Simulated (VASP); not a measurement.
A run of VASP 6.6.1 is set up as follows.

INCAR

```
ALGO = Normal ; EDIFF = 1E-6
ENCUT = 520 ; GGA = PE
ISIF = 2 ; ISMEAR = -1
LASPH = T ; LCHARG = T
LELF = T ; LREAL = Auto
LVHAR = T ; LWAVE = F
NBANDS = 126 ; NELM = 100
PREC = Accurate ; SIGMA = 0.05
```

File KPOINTS:

```
k-points
0
Gamma
  2 2 2
```

The input POSCAR:

```
Ge16H
1.0
    0.0000000000      5.6600000000      5.6600000000
    5.6600000000      0.0000000000      5.6600000000
    5.6600000000      5.6600000000      0.0000000000
Ge H
16 1
Direct
   -0.0095671378     -0.0099911661      0.0028886926
    0.1620936396      0.1612102473      0.0145318021
    0.0180653710      0.0175176678      0.4438957597
    0.1145583039      0.1140282686      0.6243992933
   -0.0091342756      0.5146466431      0.0034805654
    0.1184540636      0.6176590106      0.1454151943
   -0.0028445230      0.4905653710      0.5204770318
    0.1146024735      0.6457685512      0.6248498233
    0.5156183746     -0.0100000000      0.0035335689
    0.6181272085      0.1180565371      0.1454770318
    0.4910865724     -0.0033303887      0.5205035336
    0.6462720848      0.1141166078      0.6248409894
    0.4950795053      0.4946908127      0.0144787986
    0.6181625442      0.6172614841      0.1451590106
    0.4916166078      0.4911042403      0.5202385159
    0.6203621908      0.6198851590      0.6394434629
    0.2453180212      0.2440636042      0.7633392226
```

Potentials or basis: VASP PAW PBE potentials, release 64 (Ge_d, H).

Run with:

```console
$ cat potpaw_PBE.64/Ge_d/POTCAR potpaw_PBE.64/H/POTCAR > POTCAR
$ mpirun -np 1 vasp_std > vasp.out
```

Task: What does it give for the largest force?

Result: 0.071 eV/Å.

Task: Estimate the pressure.

Result: 3.8 GPa.

Forces on the atoms (eV/Å):
```
Ge   0.023  0.025 -0.010
Ge  -0.035 -0.028 -0.026
Ge   0.040  0.039  0.037
Ge  -0.049 -0.050 -0.011
Ge   0.043 -0.012  0.001
Ge  -0.011 -0.009  0.000
Ge   0.015  0.009  0.010
Ge  -0.037 -0.006  0.001
Ge  -0.010  0.037 -0.001
Ge  -0.011 -0.013  0.000
Ge   0.009  0.015  0.008
Ge  -0.006 -0.031  0.002
Ge  -0.002  0.000 -0.008
Ge   0.009  0.004  0.027
Ge   0.000 -0.001 -0.021
Ge  -0.002 -0.001 -0.005
H    0.025  0.021 -0.004
```

Caveat: the k points lie up to 0.48 Å⁻¹ apart.
